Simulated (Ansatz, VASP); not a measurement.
Ca2Si: VASP beside Ansatz

```
Ca Si
1.0
     0.00000    3.62429    3.25661
     3.62429    0.00000    3.25661
     3.62429    3.62429    0.00000
Ca Si
2 1
Direct
  0.75000 0.75000 0.75000
  0.25000 0.25000 0.25000
  0.00000 0.00000 0.00000
```

Change from the starting cell: mode 6 frozen in at +0.000 Å, strain +e along z and -e/2 along x and y -0.0700.

Alike in both runs: task single point; functional LDA; k mesh 8 × 8 × 8; occupations gaussian, width 0.05 eV; no spin polarisation.

|  | VASP | Ansatz |
| --- | --- | --- |
| version | VASP 6.6.1 | Ansatz 0.2.0 |
| potentials or method | VASP PAW LDA potentials, release 64 (Ca_sv, Si), cutoff 520 eV | scalar-relativistic, plane waves, PAW |
| valence electrons in the cell | 24 | 24 |

Ansatz gave:

```
gap on the k mesh at the Fermi level (eV)                     : 0.09
least direct gap on the mesh (eV)                             : 0.09
pressure (GPa)                                                : 0.0
traceless stress, the component that is largest in VASP (GPa) : 4.84
```

Problem. Estimate VASP's values.

Solution. gap on the k mesh at the Fermi level (eV): 0.09; least direct gap on the mesh (eV): 0.09; pressure (GPa): 0.1; traceless stress, the component that is largest in VASP (GPa): 4.82.

LDA's correlation is that of Perdew and Zunger in VASP and of Perdew and Wang (1992) in Ansatz.
